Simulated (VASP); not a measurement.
Ga2Te3O: single point with PBE

Crystal: Ga2Te3O.

```
Ga Te O
1.0
     3.74234    2.16064    2.98546
    -3.74234    2.16064    2.98546
     0.00000   -4.32128    2.98546
Ga Te O
2 3 1
Cartesian
  0.0000 0.0000 5.7311
  0.0000 0.0000 3.2253
  -1.8712 1.0803 1.4927
  1.8712 1.0803 1.4927
  0.0000 -2.1606 1.4927
  0.0000 0.0000 0.0000
```

```
Program             : VASP 6.6.1
Task                : single point
Functional          : PBE
Potentials or basis : VASP PAW PBE potentials, release 64 (Ga_d, Te, O)
Cutoff              : 520 eV
k mesh              : 6 × 6 × 6
Occupations         : gaussian, width 0.1 eV
Spin                : no spin polarisation
```

- Pressure: 0.0 GPa
- Largest force: 0.005 eV/Å
- Band gap on the k mesh: zero (band 25 reaches 6.83 eV, above the bottom of band 26 at 5.12 eV)

Forces in eV/Å, atoms in the order of the input:
```
Ga   0.000  0.000  0.005
Ga   0.000  0.000 -0.005
Te   0.000  0.000  0.000
Te   0.000  0.000  0.000
Te   0.000  0.000  0.000
O    0.000  0.000  0.000
```

Levels at points of the mesh, in eV from the Fermi level:
```csv
k point,band 23,band 24,band 25,band 26,band 27,band 28
"(0.00, 0.00, 0.00)",-1.28,-1.03,0.57,1.90,1.90,2.10
"(0.50, 0.00, 0.00)",-1.47,-1.01,-0.84,-0.67,1.58,1.85
"(0.50, 0.50, 0.00)",-2.45,-1.86,-0.98,-0.01,0.45,1.54
"(0.50, 0.50, 0.50)",-0.21,-0.21,0.46,0.46,0.88,1.71
```

Run time: 3.2 min on 1 thread of Intel(R) Xeon(R) Platinum 8488C (Sapphire Rapids), on a shared host, peak memory 0.32 GiB.

Caveat: spin-orbit coupling is left out, which moves the levels of the heavy elements.
